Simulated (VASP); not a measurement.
# Cr (I4_1/amd) in VASP: a series of runs

Runs on Cr. Level: PBE. Tasks: single point.

Program: VASP 6.6.1. These are calculated values, not measurements. Logs are shortened: lines on timing, memory, paths and dates and some standing lists are left out, and cuts for length are marked.

## (1) The cell of the first run

It takes space group I4_1/amd (No. 141, tetragonal). The conventional cell has a = 3.603 Å, b = 3.603 Å, c = 1.904 Å, α = 90.00°, β = 90.00°, γ = 90.00°. Within 2.5 Å of Cr (site symmetry -4m2) lie 10 Cr at 1.86 to 2.30 Å.

## (2) Single point, PBE, collinear spin, ferromagnetic start (6.18 Å³/atom)

Input file POSCAR:

```
Cr
1.0
   -1.8015673605      1.8015673605      0.9519626342
    1.8015673605     -1.8015673605      0.9519626342
    1.8015673605      1.8015673605     -0.9519626342
Cr
2
Direct
   -0.3750000000     -0.1250000000     -0.2500000000
    0.3750000000      0.1250000000      0.2500000000
```

Input file INCAR.step1:

```
  ALGO = Normal
  EDIFF = 1E-6
  ENCUT = 520
  GGA = PE
  ISIF = 2
  ISMEAR = -1
  ISPIN = 2
  LASPH = True
  LCHARG = True
  LMAXMIX = 4
  LREAL = False
  LWAVE = False
  MAGMOM = 2 2
  NBANDS = 23
  NELM = 150
  PREC = Accurate
  SIGMA = 0.1
```

Input file KPOINTS.step1:

```
k-points
0
Gamma
  17 17 17
```

Input file INCAR.step2:

```
  ALGO = Normal
  EDIFF = 1E-6
  ENCUT = 520
  GGA = PE
  ICHARG = 11
  ISIF = 2
  ISMEAR = -5
  ISPIN = 2
  LASPH = True
  LCHARG = False
  LMAXMIX = 4
  LORBIT = 11
  LREAL = False
  LWAVE = False
  MAGMOM = 2 2
  NBANDS = 23
  NEDOS = 2001
  NELM = 150
  PREC = Accurate
  SIGMA = 0.1
```

Input file KPOINTS.step2:

```
k-points
0
Gamma
  26 26 26
```

Potentials or basis: VASP PAW PBE potentials, release 64 (Cr_pv).

Launch:

```console
$ cat potpaw_PBE.64/Cr_pv/POTCAR > POTCAR
$ cp INCAR.step1 INCAR
$ cp KPOINTS.step1 KPOINTS
$ mpirun -np 1 vasp_std > vasp.out
$ cp INCAR.step2 INCAR
$ cp KPOINTS.step2 KPOINTS
$ mpirun -np 1 vasp_std > vasp.out
```

OUTCAR:

```text
EDIFF = 1E-6
   ENCUT = 520
   GGA = PE
   ICHARG = 11
   ISIF = 2
   ISMEAR = -5
   ISPIN = 2
   LASPH = True
   LORBIT = 11
   LREAL = False
   NELM = 150
   PREC = Accurate

 ion  position               nearest neighbor table
   1  0.625  0.875  0.750-   2 1.86   2 1.86   2 1.86   2 1.86   2 2.30   2 2.30   2 2.30   2 2.30
                             2 2.98   2 2.98
   2  0.375  0.125  0.250-   1 1.86   1 1.86   1 1.86   1 1.86   1 2.30   1 2.30   1 2.30   1 2.30
                             1 2.98   1 2.98

  LATTYP: Found a body centered tetragonal cell.
 ALAT       =     3.6031347210
 C/A-ratio  =     0.5284080157

  Lattice vectors:

 A1 = (  -1.8015673605,   1.8015673605,   0.9519626342)
 A2 = (   1.8015673605,  -1.8015673605,   0.9519626342)
 A3 = (   1.8015673605,   1.8015673605,  -0.9519626342)

Analysis of symmetry for initial positions (statically):
=====================================================================
 Subroutine PRICEL returns:
 Original cell was already a primitive cell.

 Routine SETGRP: Setting up the symmetry group for a
 body centered tetragonal supercell.

 Subroutine GETGRP returns: Found 16 space group operations
 (whereof  4 operations were pure point group operations)
 out of a pool of 16 trial point group operations.

The static configuration has the point symmetry C_2h.
 The point group associated with its full space group is D_4h.

Analysis of symmetry for dynamics (positions and initial velocities):
=====================================================================
 Subroutine PRICEL returns:
 Original cell was already a primitive cell.

 Routine SETGRP: Setting up the symmetry group for a
 body centered tetragonal supercell.

 Subroutine GETGRP returns: Found 16 space group operations
 (whereof  4 operations were pure point group operations)
 out of a pool of 16 trial point group operations.

The dynamic configuration has the point symmetry C_2h.
 The point group associated with its full space group is D_4h.

Analysis of structural, dynamic, and magnetic symmetry:
=====================================================================
 Subroutine PRICEL returns:
 Original cell was already a primitive cell.

 Routine SETGRP: Setting up the symmetry group for a
 body centered tetragonal supercell.

 Subroutine GETGRP returns: Found 16 space group operations
 (whereof  4 operations were pure point group operations)
 out of a pool of 16 trial point group operations.

The overall configuration has the point symmetry C_2h.
 The point group associated with its full space group is D_4h.

 Subroutine INISYM returns: Found 16 space group operations
 (whereof  4 operations are pure point group operations),
[... 117 lines left out ...]
     AMIX     =   0.40;   BMIX     =  1.00
     AMIX_MAG =   1.60;   BMIX_MAG =  1.00
  volume/ion in A,a.u.               =       6.18        41.70
  Fermi-wavevector in a.u.,A,eV,Ry     =   2.042451  3.859672 56.758137  4.171605
  Thomas-Fermi vector in A             =   3.047402
   LORBIT       =     11    0 simple, 1 ext, 2 COOP (PROOUT), +10 PAW based schemes
   GGA     = PE    functional components
   LHFCALC =     F    Hartree Fock is set to
   AEXX    =    0.0000 exact exchange contribution
   IVDW    =     0    specifies the selected vdW correction
   LEPSILON=     F    determine dielectric tensor
   LRPA    =     F    only Hartree local field effects (RPA)
 spin polarized calculation
 Fermi weights with tetrahedron method with Bloechl corrections
  energy-cutoff  :      520.00
  volume of cell :       12.36
 maximum number of plane-waves:       356

 number of electron      23.9999981 magnetization      -0.0000028

 Free energy of the ion-electron system (eV)
  ---------------------------------------------------
  ext. energy  EPLUGINS =         0.00000000
  ---------------------------------------------------
  free energy    TOTEN  =        -4.82312121 eV

  energy without entropy =       -4.82312121  energy(sigma->0) =       -4.82312121

 E-fermi :  23.0066     XC(G=0): -17.6112

 val. band max:       23.1853592172   @ k =   0.3462   0.0000  -0.0000
 cond. band min:      22.9050237099   @ k =  -0.2692   0.4615   0.0385
 fundamental gap:     -0.2803355073
 Fermi energy:        23.0065539540

 spin component 1

 k-point     1 :       0.0000    0.0000    0.0000
  band No.  band energies     occupation
      1     -23.3112      1.00000
      2     -23.3112      1.00000
      3     -18.3810      1.00000
      4     -18.3810      1.00000
      5     -18.2867      1.00000
      6     -18.2466      1.00000
[... 613 lines left out ...]
     22      44.5014      0.00000
     23      47.5601      0.00000

 [... further k-points ...]

 Fermi energy:        23.0065539540

 spin component 2

 k-point     1 :       0.0000    0.0000    0.0000
  band No.  band energies     occupation
      1     -23.3112      1.00000
      2     -23.3112      1.00000
      3     -18.3810      1.00000
      4     -18.3810      1.00000
      5     -18.2867      1.00000
      6     -18.2466      1.00000
[... 613 lines left out ...]
     22      44.5014      0.00000
     23      47.5601      0.00000

 [... further k-points ...]
[... 5 lines left out ...]
  --------------------------------------------------------------------------------------
  -------------------------------------------------------------------------------------
  Total       47.3695325     47.3695325     47.0985539      0.0000000      0.0000000     -0.0000000
  in kB     6140.8540725   6140.8540725   6105.7251720      0.0000000      0.0000000     -0.0000000
  external PRESSURE =    6129.1444390 kB  Pullay stress =       0.0000000 kB

 VOLUME and BASIS-vectors are now :
 -----------------------------------------------------------------------------
  energy-cutoff  :      520.00
  volume of cell :       12.36
      direct lattice vectors                 reciprocal lattice vectors
    -1.801567360  1.801567360  0.951962634     0.000000000  0.277536112  0.525230699
     1.801567360 -1.801567360  0.951962634     0.277536112  0.000000000  0.525230699
     1.801567360  1.801567360 -0.951962634     0.277536112  0.277536112  0.000000000

 POSITION                                       TOTAL-FORCE (eV/Angst)
 -----------------------------------------------------------------------------------
      1.80157      0.90078      0.71397        -0.000000     -0.000000     -0.000000
      0.00000      0.90078      0.23799         0.000000      0.000000      0.000000
 -----------------------------------------------------------------------------------
    total drift:                               -0.000000     -0.000000     -0.000000

  FREE ENERGIE OF THE ION-ELECTRON SYSTEM (eV)
  ---------------------------------------------------
  free  energy   TOTEN  =        -4.8231212071 eV

  energy  without entropy=       -4.8231212071  energy(sigma->0) =       -4.82312121

 total charge

# of ion       s       p       d       tot
------------------------------------------
    1        0.633   6.812   5.977  13.422
    2        0.633   6.812   5.977  13.422
--------------------------------------------------
tot          1.266  13.624  11.955  26.845

 magnetization (x)

# of ion       s       p       d       tot
------------------------------------------
    1        0.000  -0.000   0.000  -0.000
    2        0.000  -0.000   0.000  -0.000
--------------------------------------------------
tot          0.000  -0.000   0.000  -0.000
```

OSZICAR.step1:

```text
N       E                     dE             d eps       ncg     rms          rms(c)
DAV:   1     0.226400359344E+03    0.22640E+03   -0.12213E+04 39396   0.144E+03
DAV:   2     0.297284953472E+01   -0.22343E+03   -0.21335E+03 40088   0.389E+02
DAV:   3    -0.378133357320E+01   -0.67542E+01   -0.67074E+01 39521   0.785E+01
DAV:   4    -0.381381947606E+01   -0.32486E-01   -0.32482E-01 42370   0.550E+00
DAV:   5    -0.381405741629E+01   -0.23794E-03   -0.23794E-03 41481   0.451E-01    0.542E+01
DAV:   6    -0.491270835684E+01   -0.10987E+01   -0.27222E-01 41876   0.606E+00    0.283E+01
DAV:   7    -0.476742236977E+01    0.14529E+00   -0.16191E-01 40032   0.479E+00    0.930E+00
DAV:   8    -0.484047759749E+01   -0.73055E-01   -0.34988E-02 39332   0.238E+00    0.285E+00
DAV:   9    -0.484120772947E+01   -0.73013E-03   -0.30886E-03 41166   0.637E-01    0.573E-01
DAV:  10    -0.484156129104E+01   -0.35356E-03   -0.11236E-03 40858   0.382E-01    0.153E-01
DAV:  11    -0.484168266263E+01   -0.12137E-03   -0.76606E-05 40935   0.108E-01    0.513E-02
DAV:  12    -0.484167071541E+01    0.11947E-04   -0.51114E-06 40955   0.232E-02    0.224E-02
DAV:  13    -0.484165925387E+01    0.11462E-04   -0.98191E-07 26156   0.122E-02    0.222E-03
DAV:  14    -0.484165889848E+01    0.35539E-06   -0.79517E-08 20436   0.296E-03
   1 F= -.48416589E+01 E0= -.48232484E+01  d E =-.368209E-01  mag=    -0.0000
```

Run time: 9.1 min. Hardware: 1 thread of Intel Xeon 6975P-C (Granite Rapids), shared host; peak memory 0.92 GiB.

Results:

```
Net moment : 0.00 μB per cell
```

Levels at points of the mesh, in eV from the Fermi level:
Spin up:
```csv
k point,band 8,band 9,band 10,band 11,band 12,band 13,band 14,band 15,band 16,band 17
"(0.00, 0.00, 0.00)",-8.58,-6.93,-5.54,-5.07,1.91,1.91,2.08,2.08,5.68,7.77
"(0.50, 0.00, 0.00)",-8.72,-6.30,-3.17,-1.96,-0.89,1.85,2.92,4.51,5.03,7.76
"(0.50, 0.50, 0.00)",-6.75,-5.30,-5.30,-1.79,-1.79,3.12,3.12,3.67,3.67,4.37
"(0.50, 0.50, 0.50)",-6.12,-3.96,-3.96,0.48,0.48,1.08,1.08,2.89,2.89,3.57
```
Spin down:
```csv
k point,band 10,band 11,band 12,band 13,band 14,band 15
"(0.00, 0.00, 0.00)",-5.54,-5.07,1.91,1.91,2.08,2.08
"(0.50, 0.00, 0.00)",-3.17,-1.96,-0.89,1.85,2.92,4.51
"(0.50, 0.50, 0.00)",-5.30,-1.79,-1.79,3.12,3.12,3.67
"(0.50, 0.50, 0.50)",-3.96,0.48,0.48,1.08,1.08,2.89
```

Caveat: atoms lie so close that the PAW spheres overlap strongly, which falsifies energies and pressures; tetrahedron occupations give inexact forces and stress in metals.

## (3) Single point, PBE, collinear spin, ferromagnetic start (7.42 Å³/atom)

This run uses another cell than the first one, of 7.42 Å³/atom.

Input file POSCAR:

```
Cr
1.0
   -1.9093486050      1.9093486050      1.0170251710
    1.9093486050     -1.9093486050      1.0170251710
    1.9093486050      1.9093486050     -1.0170251710
Cr
2
Direct
   -0.3750000000     -0.1250000000     -0.2500000000
    0.3750000000      0.1250000000      0.2500000000
```

Input file INCAR.step1:

```
PREC = Accurate
ENCUT = 520
EDIFF = 1E-6
ISMEAR = -1
SIGMA = 0.1
LREAL = F
LASPH = T
NELM = 150
ALGO = Normal
ISIF = 2
LWAVE = F
LCHARG = T
ISPIN = 2
MAGMOM = 2 2
LMAXMIX = 4
GGA = PE
NBANDS = 23
```

Input file KPOINTS.step1:

```
Automatic mesh
0
Gamma
  17 17 17
```

Input file INCAR.step2:

```
PREC = Accurate
ENCUT = 520
EDIFF = 1E-6
ISMEAR = -5
SIGMA = 0.1
LREAL = F
LASPH = T
NELM = 150
ALGO = Normal
ISIF = 2
LWAVE = F
LCHARG = F
ISPIN = 2
MAGMOM = 2 2
LORBIT = 10
LMAXMIX = 4
GGA = PE
NBANDS = 23
NEDOS = 2001
ICHARG = 11
```

Input file KPOINTS.step2:

```
Automatic mesh
0
Gamma
  26 26 26
```

Potentials or basis: VASP PAW PBE potentials, release 64 (Cr_pv).

Launch:

```console
$ cat potpaw_PBE.64/Cr_pv/POTCAR > POTCAR
$ cp INCAR.step1 INCAR
$ cp KPOINTS.step1 KPOINTS
$ mpirun -np 1 vasp_std > vasp.out
$ cp INCAR.step2 INCAR
$ cp KPOINTS.step2 KPOINTS
$ mpirun -np 1 vasp_std > vasp.out
```

Wall time 19 min (1 thread of Intel Xeon 8259CL, shared host); peak memory 1 GiB.

The run converged. Its results:

| Property | Result |
| --- | --- |
| Net moment | 0.00 μB per cell |

Levels at points of the mesh, in eV from the Fermi level:
Spin up:
| k point | band 9 | band 10 | band 11 | band 12 | band 13 | band 14 | band 15 | band 16 |
| --- | --- | --- | --- | --- | --- | --- | --- | --- |
| (0.00, 0.00, 0.00) | -5.47 | -4.45 | -3.86 | 1.72 | 1.72 | 1.83 | 1.83 | 4.67 |
| (0.50, 0.00, 0.00) | -4.97 | -2.79 | -1.29 | -0.59 | 1.73 | 1.75 | 3.75 | 4.02 |
| (0.50, 0.50, 0.00) | -4.36 | -4.36 | -1.63 | -1.63 | 2.07 | 2.07 | 3.06 | 3.06 |
| (0.50, 0.50, 0.50) | -3.27 | -3.27 | 0.43 | 0.43 | 0.64 | 0.64 | 2.43 | 2.43 |
Spin down:
```
           k point  band 10  band 11  band 12  band 13  band 14  band 15
(0.00, 0.00, 0.00)    -4.45    -3.86     1.72     1.72     1.83     1.83
(0.50, 0.00, 0.00)    -2.79    -1.29    -0.59     1.73     1.75     3.75
(0.50, 0.50, 0.00)    -4.36    -1.63    -1.63     2.07     2.07     3.06
(0.50, 0.50, 0.50)    -3.27     0.43     0.43     0.64     0.64     2.43
```

Caveat: an empty level that is flat over the whole mesh can mark a ghost state of the potentials, or a narrow d or f band; tetrahedron occupations give inexact forces and stress in metals.
